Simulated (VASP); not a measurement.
# Au (P6/mmm) in VASP: further runs, part 2 of 2

VASP 6.6.1. Earlier steps stand in the parts before.

**4. Single point, LDA (16.24 Å³/atom)**

This run uses another cell than the first one, of 16.24 Å³/atom.

INCAR reads:

```
SYSTEM = Au
  PREC = Accurate
  ENCUT = 520
  EDIFF = 1E-7
  ISMEAR = -1
  SIGMA = 0.1
  LREAL = .False.
  LASPH = .True.
  NELM = 100
  ALGO = Normal
  ISIF = 2
  LWAVE = .False.
  LCHARG = .False.
  NBANDS = 24
```

KPOINTS reads:

```
Automatic mesh
0
Gamma
  11 11 15
  0 0 0
```

POSCAR reads:

```
Au
1.0
    4.5494072713      0.0000000000      0.0000000000
   -2.2747036357      3.9399022691      0.0000000000
    0.0000000000      0.0000000000      2.7173970015
Au
3
Direct
    1.0000000000      1.0000000000      0.0000000000
    0.3333333333      0.6666666667      0.5000000000
    0.6666666667      0.3333333333      0.5000000000
```

Potentials or basis: VASP PAW LDA potentials, release 64 (Au).

Started as:

```sh
$ cat potpaw_LDA.64/Au/POTCAR > POTCAR
$ mpirun -np 1 vasp_std > vasp.out
```

OUTCAR:

```text
SYSTEM = Au
   PREC = Accurate
   ENCUT = 520
   EDIFF = 1E-7
   ISMEAR = -1
   LREAL = .False.
   LASPH = .True.
   NELM = 100
   ISIF = 2

 ion  position               nearest neighbor table
   1  0.000  0.000  0.000-   2 2.96   3 2.96   2 2.96   3 2.96   3 2.96   3 2.96   2 2.96   2 2.96
                             3 2.96   3 2.96   2 2.96   2 2.96
   2  0.333  0.667  0.500-   3 2.63   3 2.63   3 2.63   1 2.96   1 2.96   1 2.96   1 2.96   1 2.96
                             1 2.96
   3  0.667  0.333  0.500-   2 2.63   2 2.63   2 2.63   1 2.96   1 2.96   1 2.96   1 2.96   1 2.96
                             1 2.96

  LATTYP: Found a hexagonal cell.
 ALAT       =     4.5494072713
 C/A-ratio  =     0.5973079215

  Lattice vectors:

 A1 = (   4.5494072713,   0.0000000000,   0.0000000000)
 A2 = (  -2.2747036357,   3.9399022691,   0.0000000000)
 A3 = (   0.0000000000,   0.0000000000,   2.7173970015)

Analysis of symmetry for initial positions (statically):
=====================================================================
 Subroutine PRICEL returns:
 Original cell was already a primitive cell.

 Routine SETGRP: Setting up the symmetry group for a
 hexagonal supercell.

 Subroutine GETGRP returns: Found 24 space group operations
 (whereof 24 operations were pure point group operations)
 out of a pool of 24 trial point group operations.

The static configuration has the point symmetry D_6h.

Analysis of symmetry for dynamics (positions and initial velocities):
=====================================================================
 Subroutine PRICEL returns:
 Original cell was already a primitive cell.

 Routine SETGRP: Setting up the symmetry group for a
 hexagonal supercell.

 Subroutine GETGRP returns: Found 24 space group operations
 (whereof 24 operations were pure point group operations)
[... 113 lines left out ...]
   TEBEG  =    0.0;   TEEND  =   0.0 temperature during run
   PSTRESS=    0.0 pullay stress
   NELECT =      33.0000    total number of electrons
   NUPDOWN=      -1.0000    fix difference up-down
   EMIN   =  10.00;   EMAX   =-10.00  energy-range for DOS
   EFERMI =   0.00;   METHOD = LEGACY
   ISMEAR =    -1;   SIGMA  =   0.10  broadening in eV -4-tet -1-fermi 0-gaus
   EFERMI_NEDOS =   21; number of points for ismear=-14 and -15
   IALGO  =     38    algorithm
   IMIX   =      4    mixing-type and parameters
     AMIX     =   0.40;   BMIX     =  1.00
     AMIX_MAG =   1.60;   BMIX_MAG =  1.00
  volume/ion in A,a.u.               =      16.24       109.56
  Fermi-wavevector in a.u.,A,eV,Ry     =   1.437855  2.717152 28.129043  2.067426
  Thomas-Fermi vector in A             =   2.556886
   LORBIT       =      0    0 simple, 1 ext, 2 COOP (PROOUT), +10 PAW based schemes
   GGA     = CA    functional components
   LHFCALC =     F    Hartree Fock is set to
   AEXX    =    0.0000 exact exchange contribution
   IVDW    =     0    specifies the selected vdW correction
   LEPSILON=     F    determine dielectric tensor
   LRPA    =     F    only Hartree local field effects (RPA)
 non-spin polarized calculation
  energy-cutoff  :      520.00
  volume of cell :       48.71
 maximum number of plane-waves:      1336
 NGX is ok and might be reduce to    36
   NGX = 17   NGY = 17   NGZ = 11

 number of electron      33.0000002 magnetization

 Free energy of the ion-electron system (eV)
  ---------------------------------------------------
  ext. energy  EPLUGINS =         0.00000000
  ---------------------------------------------------
  free energy    TOTEN  =       -13.04882742 eV

  energy without entropy =      -13.01998867  energy(sigma->0) =      -13.03440805

 E-fermi :  10.1091     XC(G=0): -13.2549

 val. band max:       10.0540203316   @ k =   0.3636   0.0000   0.4667
 cond. band min:      10.1248888656   @ k =   0.1818   0.1818   0.0667
 fundamental gap:      0.0708685340
 Fermi energy:        10.1090639812

 k-point     1 :       0.0000    0.0000    0.0000
  band No.  band energies     occupation
      1      -0.3102      2.00000
      2       2.6847      2.00000
      3       4.0708      2.00000
      4       4.6058      2.00000
      5       4.6895      2.00000
      6       4.6895      2.00000
[... 637 lines left out ...]
     23      22.5328      0.00000
     24      25.5071      0.00000

 [... further k-points ...]
[... 5 lines left out ...]
  --------------------------------------------------------------------------------------
  -------------------------------------------------------------------------------------
  Total        2.8146289      2.8146289      2.4959456     -0.0000000     -0.0000000     -0.0000000
  in kB       92.5845186     92.5845186     82.1017361     -0.0000000     -0.0000000     -0.0000000
  external PRESSURE =      89.0902578 kB  Pullay stress =       0.0000000 kB

 VOLUME and BASIS-vectors are now :
 -----------------------------------------------------------------------------
  energy-cutoff  :      520.00
  volume of cell :       48.71
      direct lattice vectors                 reciprocal lattice vectors
     4.549407271  0.000000000  0.000000000     0.219808854  0.126906701  0.000000000
    -2.274703636  3.939902269  0.000000000     0.000000000  0.253813402  0.000000000
     0.000000000  0.000000000  2.717397002     0.000000000  0.000000000  0.367999228

 POSITION                                       TOTAL-FORCE (eV/Angst)
 -----------------------------------------------------------------------------------
      0.00000      0.00000      0.00000         0.000000      0.000000      0.000000
     -0.00000      2.62660      1.35870        -0.000000     -0.000000     -0.000000
      2.27470      1.31330      1.35870         0.000000      0.000000      0.000000
 -----------------------------------------------------------------------------------
    total drift:                                0.000000      0.000000     -0.000000

  FREE ENERGIE OF THE ION-ELECTRON SYSTEM (eV)
  ---------------------------------------------------
  free  energy   TOTEN  =       -13.0488274237 eV

  energy  without entropy=      -13.0199886689  energy(sigma->0) =      -13.03440805
```

It took 38 s on 1 thread of Intel Xeon 6975P-C (Granite Rapids), shared host; peak memory 0.23 GiB.

Results:

| Item | Value |
| --- | --- |
| Free energy | -13.0488 eV |
| Pressure | 8.9 GPa |
| Band gap on the k mesh | zero (an odd number of electrons rules out a gap without spin polarisation) |

Caveat: the cell stands under pressure; spin-orbit coupling is left out, which moves the levels of the heavy elements.

**5. The runs side by side**

| cell | gap on the mesh (eV) | pressure (GPa) |
| --- | --- | --- |
| a = 4.419, b = 4.419, c = 2.640 Å, angles 90.0, 90.0, 120.0°, 3 atoms | none | 34.5 |
| a = 4.485, b = 4.485, c = 2.679 Å, angles 90.0, 90.0, 120.0°, 3 atoms | none | 20.1 |
| a = 4.549, b = 4.549, c = 2.717 Å, angles 90.0, 90.0, 120.0°, 3 atoms | none | 8.9 |

Alike in all rows: task single point; level LDA; potentials or basis VASP PAW LDA potentials, release 64 (Au); no spin polarisation; k mesh 11 × 11 × 15; cutoff (eV) 520; smearing fermi-dirac 0.1 eV.

Caveats: the cell stands under pressure; spin-orbit coupling is left out, which moves the levels of the heavy elements.

Absolute energies hang on the potentials; compare differences alone.

The gap in the log of VASP goes by the Fermi energy; the results here count the filled bands.